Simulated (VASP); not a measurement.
# Be in VASP: notebook, part 2 of 2

VASP 6.6.1. Earlier steps stand in the parts before.

**3. Relaxation of cell and atoms, r2SCAN**

This run uses another cell than the first one, of 7.87 Å³/atom.

The input, POSCAR:

```
Be
1.0
   -1.2531210000      1.2531210000      1.2531210000
    1.2531210000     -1.2531210000      1.2531210000
    1.2531210000      1.2531210000     -1.2531210000
Be
1
Direct
    0.0000000000      0.0000000000      0.0000000000
```

The input, INCAR.step1:

```
SYSTEM = Be
PREC = Accurate
ENCUT = 600
ISMEAR = -1
SIGMA = 0.1
LREAL = .False.
LASPH = .True.
NELM = 60
GGA = PE
ALGO = Normal
EDIFF = 1E-4
LWAVE = .True.
LCHARG = .False.
```

The input, INCAR.step2:

```
SYSTEM = Be
PREC = Accurate
ENCUT = 600
EDIFF = 1E-7
ISMEAR = -1
SIGMA = 0.1
LREAL = .False.
LASPH = .True.
NELM = 60
ALGO = Normal
ISIF = 3
LWAVE = .False.
LCHARG = .False.
METAGGA = R2SCAN
LMIXTAU = .True.
IBRION = 2
NSW = 80
EDIFFG = -0.02
ISTART = 1
```

The input, KPOINTS:

```
Automatic mesh
0
Gamma
  14 14 14
  0 0 0
```

Potentials or basis: VASP PAW PBE potentials, release 64 (Be).

Run with:

```
cat potpaw_PBE.64/Be/POTCAR > POTCAR
cp INCAR.step1 INCAR
mpirun -np 1 vasp_std > vasp.out
cp INCAR.step2 INCAR
mpirun -np 1 vasp_std > vasp.out
```

OUTCAR:

```text
SYSTEM = Be
   PREC = Accurate
   ENCUT = 600
   EDIFF = 1E-7
   ISMEAR = -1
   LREAL = .False.
   LASPH = .True.
   NELM = 60
   ISIF = 3
   METAGGA = R2SCAN
   IBRION = 2
   NSW = 80
   EDIFFG = -0.02
   ISTART = 1

 ion  position               nearest neighbor table
   1  0.000  0.000  0.000-

  LATTYP: Found a body centered cubic cell.
 ALAT       =     2.5062420000

  Lattice vectors:

 A1 = (  -1.2531210000,   1.2531210000,   1.2531210000)
 A2 = (   1.2531210000,  -1.2531210000,   1.2531210000)
 A3 = (   1.2531210000,   1.2531210000,  -1.2531210000)

Analysis of symmetry for initial positions (statically):
=====================================================================
 Subroutine PRICEL returns:
 Original cell was already a primitive cell.

 Routine SETGRP: Setting up the symmetry group for a
 body centered cubic supercell.

 Subroutine GETGRP returns: Found 48 space group operations
 (whereof 48 operations were pure point group operations)
 out of a pool of 48 trial point group operations.

The static configuration has the point symmetry O_h .

Analysis of symmetry for dynamics (positions and initial velocities):
=====================================================================
 Subroutine PRICEL returns:
 Original cell was already a primitive cell.

 Routine SETGRP: Setting up the symmetry group for a
 body centered cubic supercell.

 Subroutine GETGRP returns: Found 48 space group operations
 (whereof 48 operations were pure point group operations)
 out of a pool of 48 trial point group operations.

The dynamic configuration has the point symmetry O_h .

 Subroutine INISYM returns: Found 48 space group operations
 (whereof 48 operations are pure point group operations),
 and found     1 'primitive' translations

[... 155 lines left out ...]
  energy-cutoff  :      600.00
  volume of cell :        7.87
      direct lattice vectors                 reciprocal lattice vectors
    -1.253121000  1.253121000  1.253121000     0.000000000  0.399003767  0.399003767
     1.253121000 -1.253121000  1.253121000     0.399003767  0.000000000  0.399003767
     1.253121000  1.253121000 -1.253121000     0.399003767  0.399003767  0.000000000

 POSITION                                       TOTAL-FORCE (eV/Angst)
 -----------------------------------------------------------------------------------
      0.00000      0.00000      0.00000         0.000000      0.000000      0.000000
 -----------------------------------------------------------------------------------
    total drift:                               -0.000000      0.000000      0.000000

  FREE ENERGIE OF THE ION-ELECTRON SYSTEM (eV)
  ---------------------------------------------------
  free  energy   TOTEN  =        -4.2489615257 eV

  energy  without entropy=       -4.2456118852  energy(sigma->0) =       -4.24728671

--------------------------------------- Ionic step        2  -------------------------------------------

 number of electron       2.0000000 magnetization

 Free energy of the ion-electron system (eV)
  ---------------------------------------------------
  ext. energy  EPLUGINS =         0.00000000
  ---------------------------------------------------
  free energy    TOTEN  =        -4.24904544 eV

  energy without entropy =       -4.24576473  energy(sigma->0) =       -4.24740509

 E-fermi :   8.1524     XC(G=0): -11.2884

 val. band max:        8.0873469353   @ k =   0.2857   0.2857   0.0714
 cond. band min:       8.3311716463   @ k =   0.3571   0.2143   0.0714
 fundamental gap:      0.2438247109
 Fermi energy:         8.1523643228

 k-point     1 :       0.0000    0.0000    0.0000
  band No.  band energies     occupation
      1      -5.0821      2.00000
      2      29.2074      0.00000
      3      29.2074      0.00000
      4      29.2074      0.00000
      5      40.3956      0.00000
[... 177 lines left out ...]
 k-point    24 :       0.3571    0.2857   -0.0000
  band No.  band energies     occupation
      1       5.5631      2.00000
      2       7.6497      1.98696
      3      14.1564      0.00000
      4      22.2538      0.00000
      5      38.5692      0.00000

 [... further k-points ...]
[... 5 lines left out ...]
  --------------------------------------------------------------------------------------
  -------------------------------------------------------------------------------------
  Total       -0.0041128     -0.0041128     -0.0041128      0.0000000      0.0000000     -0.0000000
  in kB       -0.8409620     -0.8409620     -0.8409620      0.0000000      0.0000000     -0.0000000
  external PRESSURE =      -0.8409620 kB  Pullay stress =       0.0000000 kB

 VOLUME and BASIS-vectors are now :
 -----------------------------------------------------------------------------
  energy-cutoff  :      600.00
  volume of cell :        7.84
      direct lattice vectors                 reciprocal lattice vectors
    -1.251234985  1.251234985  1.251234985     0.000000000  0.399605195  0.399605195
     1.251234985 -1.251234985  1.251234985     0.399605195  0.000000000  0.399605195
     1.251234985  1.251234985 -1.251234985     0.399605195  0.399605195  0.000000000

 POSITION                                       TOTAL-FORCE (eV/Angst)
 -----------------------------------------------------------------------------------
      0.00000      0.00000      0.00000        -0.000000      0.000000      0.000000
 -----------------------------------------------------------------------------------
    total drift:                                0.000000     -0.000000      0.000000

  FREE ENERGIE OF THE ION-ELECTRON SYSTEM (eV)
  ---------------------------------------------------
  free  energy   TOTEN  =        -4.2490454407 eV

  energy  without entropy=       -4.2457647321  energy(sigma->0) =       -4.24740509

 reached required accuracy - stopping structural energy minimisation
```

OSZICAR.step1:

```text
N       E                     dE             d eps       ncg     rms          rms(c)
DAV:   1    -0.158346368270E+01   -0.15835E+01   -0.11541E+03  1065   0.356E+02
DAV:   2    -0.369395702289E+01   -0.21105E+01   -0.20328E+01  1365   0.421E+01
DAV:   3    -0.370283841420E+01   -0.88814E-02   -0.88801E-02  1310   0.240E+00
DAV:   4    -0.370284279900E+01   -0.43848E-05   -0.43843E-05  1520   0.504E-02
DAV:   5    -0.370284279928E+01   -0.27220E-09   -0.10852E-08  1240   0.356E-04    0.781E-01
DAV:   6    -0.368151425403E+01    0.21329E-01   -0.23743E-03  1215   0.683E-01    0.480E-01
DAV:   7    -0.367311280002E+01    0.84015E-02   -0.23543E-03  1165   0.716E-01    0.182E-02
DAV:   8    -0.367308837923E+01    0.24421E-04   -0.73020E-06   995   0.346E-02
   1 F= -.36730884E+01 E0= -.36714574E+01  d E =-.326203E-02
```

Wall time 20 s (1 thread of Intel Xeon Platinum 8488C (Sapphire Rapids), shared host); peak memory 0.11 GiB.

Results:

- Free energy: -4.2490 eV
- Relaxed volume: 7.84 Å³/atom
- Relaxed cell: a = 2.167 Å, b = 2.167 Å, c = 2.167 Å, α = 109.47°, β = 109.47°, γ = 109.47°
- Space group after relaxing (to 0.1 Å): Im-3m (No. 229)
- Energy gained by relaxing: 0.1 meV/atom
- Ionic steps: 2
- Pressure after relaxing: -0.1 GPa
- Band gap on the k mesh: zero (bands 1 and 2 overlap by 5.69 eV)

Final structure:
```
CELL_PARAMETERS angstrom
-1.25123 1.25123 1.25123
1.25123 -1.25123 1.25123
1.25123 1.25123 -1.25123
ATOMIC_POSITIONS crystal
Be 0.00000 0.00000 0.00000
```

Caveat: the PAW data sets were made with another functional, which shifts forces and pressure a little.

**4. Single point, r2SCAN**

This run uses another cell than the first one: it holds 4 atoms, not 1.

The input, POSCAR:

```
Be
1.0
    2.4196404009      0.0000000000      0.0000000000
    0.0000000000      3.6477901000      0.0000000000
    0.0000000000      0.0000000000      3.5731631412
Be
4
Direct
    0.7499969288      0.7499993790      0.7500042892
    0.2499969288      0.7500006210      0.2499957108
    0.2500030712      0.2500006210      0.7500042892
    0.7500030712      0.2499993790      0.2499957108
```

The input, INCAR.step1:

```
PREC     = Accurate       # precision mode
ENCUT    = 520            # plane-wave cutoff, eV
ISMEAR   = -1             # smearing method
SIGMA    = 0.1            # smearing width, eV
LREAL    = F              # projectors in reciprocal space
LASPH    = T              # aspherical terms in the spheres
NELM     = 60             # most SCF steps
NBANDS   = 12             # bands
GGA      = PE             # functional
ALGO     = Normal         # electronic algorithm
EDIFF    = 1E-4           # SCF threshold, eV
LWAVE    = T              # write WAVECAR
LCHARG   = F              # write CHGCAR
```

The input, INCAR.step2:

```
PREC     = Accurate       # precision mode
ENCUT    = 520            # plane-wave cutoff, eV
EDIFF    = 1E-7           # SCF threshold, eV
ISMEAR   = -1             # smearing method
SIGMA    = 0.1            # smearing width, eV
LREAL    = F              # projectors in reciprocal space
LASPH    = T              # aspherical terms in the spheres
NELM     = 60             # most SCF steps
ALGO     = Normal         # electronic algorithm
ISIF     = 2              # what is computed and relaxed
LWAVE    = F              # write WAVECAR
LCHARG   = F              # write CHGCAR
METAGGA  = R2SCAN         # meta-GGA
LMIXTAU  = T            
NBANDS   = 12             # bands
ISTART   = 1
```

The input, KPOINTS:

```
Automatic mesh
0
Gamma
  11 7 7
```

Run with:

```
cat potpaw_PBE.64/Be/POTCAR > POTCAR
cp INCAR.step1 INCAR
mpirun -np 1 vasp_std > vasp.out
cp INCAR.step2 INCAR
mpirun -np 1 vasp_std > vasp.out
```

Run time: 72 s. Hardware: 1 thread of Intel Xeon Platinum 8488C (Sapphire Rapids), shared host; peak memory 0.15 GiB.

It converged, with:

| Quantity | Value |
| --- | --- |
| Free energy | -16.9795 eV |
| Pressure | 0.2 GPa |
| Band gap on the k mesh | zero (bands 4 and 5 overlap by 2.05 eV) |

Stress tensor (GPa, compression positive):
```
0.21 0.00 0.00
0.00 0.09 0.00
0.00 0.00 0.22
```

Levels at points of the mesh, in eV from the Fermi level:
```
           k point  band 1  band 2  band 3  band 4  band 5  band 6  band 7  band 8
(0.00, 0.00, 0.00)  -13.01   -5.86   -5.55   -0.32    0.22    3.62    3.93    6.05
```

Caveat: the PAW data sets were made with another functional, which shifts forces and pressure a little.

**5. Summary**

| task | cell | k mesh | cutoff (eV) | gap on the mesh (eV) | pressure (GPa) |
| --- | --- | --- | --- | --- | --- |
| single point | a = 2.166 Å, angles 109.5°, 1 atom, atomic positions A | 14 × 14 × 14 | 520 | none | 0.2 |
| relaxation of cell and atoms | relaxed from a = 2.170 Å, angles 109.5°, 1 atom, atomic positions A | 14 × 14 × 14 | 600 | none | -0.1 |
| single point | a = 2.420, b = 3.648, c = 3.573 Å, 4 atoms, atomic positions B | 11 × 7 × 7 | 520 | none | 0.2 |

Alike in all rows: level r2SCAN; potentials or basis VASP PAW PBE potentials, release 64 (Be); no spin polarisation; smearing fermi-dirac 0.1 eV.

Caveats: the PAW data sets were made with another functional, which shifts forces and pressure a little.

Total energies depend on the potentials used, so only differences within one code and one set of settings carry meaning.

The gap in the log of VASP goes by the Fermi energy; the results here count the filled bands.